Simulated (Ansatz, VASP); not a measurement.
## One calculation of Ni, two programs

Contents of INCAR:

```
PREC = Accurate
ENCUT = 520
EDIFF = 1E-7
ISMEAR = -1
SIGMA = 0.05
LREAL = False
LASPH = True
NELM = 150
ALGO = Normal
ISIF = 2
LWAVE = False
LCHARG = False
ISPIN = 2
MAGMOM = 0.676 0.676 0.688 0.688
LORBIT = 11
LMAXMIX = 4
GGA = PE
NBANDS = 32
```

File KPOINTS:

```
Automatic mesh
0
Gamma
  19 19 5
```

File POSCAR:

```
Ni
1.0
    2.4874413566      0.0000000000      0.0000000000
   -1.2437206783      2.1541874053      0.0000000000
    0.0000000000      0.0000000000      8.1443328061
Ni
4
Direct
    1.0000000000      1.0000000000      0.0000000000
    1.0000000000      1.0000000000      0.5000000000
    0.3333333333      0.6666666667      0.2500000000
    0.6666666667      0.3333333333      0.7500000000
```

Input for Ansatz:

```yaml
crystal:
  lattice:
    - [2.4874413566, 0.0, 0.0]
    - [-1.2437206783, 2.1541874053, 0.0]
    - [0.0, 0.0, 8.1443328061]
  atoms:
    - { symbol: Ni, position: [1.0, 1.0, 0.0], spin: 0.676 }
    - { symbol: Ni, position: [1.0, 1.0, 0.5], spin: 0.676 }
    - { symbol: Ni, position: [0.3333333333, 0.6666666667, 0.25], spin: 0.688 }
    - { symbol: Ni, position: [0.6666666667, 0.3333333333, 0.75], spin: 0.688 }
hamiltonian:
  xc: pbe
  pseudopotentials:
    kind: paw
    azcp:
      Ni: "pseudopotentials/Ni.paw.azcp"
basis:
  ecutwfc: 420
  fft_grid_basis: typed
kpoints:
  mp_grid: { grid: [19, 19, 5], shift: [0, 0, 0] }
magnetization:
  spin_polarized: true
scf:
  occupations: { method: fermi_dirac, width: 0.05 }
```

Alike in both runs: task single point; functional PBE; k mesh 19 × 19 × 5; occupations fermi-dirac, width 0.05 eV; collinear spin.

|  | VASP | Ansatz |
| --- | --- | --- |
| version | VASP 6.6.1 | Ansatz 0.2.0 |
| potentials or method | VASP PAW PBE potentials, release 64 (Ni), cutoff 520 eV | plane waves (420 eV) with PAW, scalar-relativistic |
| valence electrons in the cell | 40 | 72 |

|  | VASP | Ansatz | Ansatz less VASP |
| --- | --- | --- | --- |
| net moment per atom (μB) | 0.63 | 0.65 | +0.014 |
| size of the moment on the site where the two differ most (μB) | 0.65 | 0.69 | +0.042 |

Site moments also hang on the region over which each program counts them. VASP's potentials hold 40 valence electrons a cell and Ansatz's 72, so a difference there can come from the potentials and not from the codes.
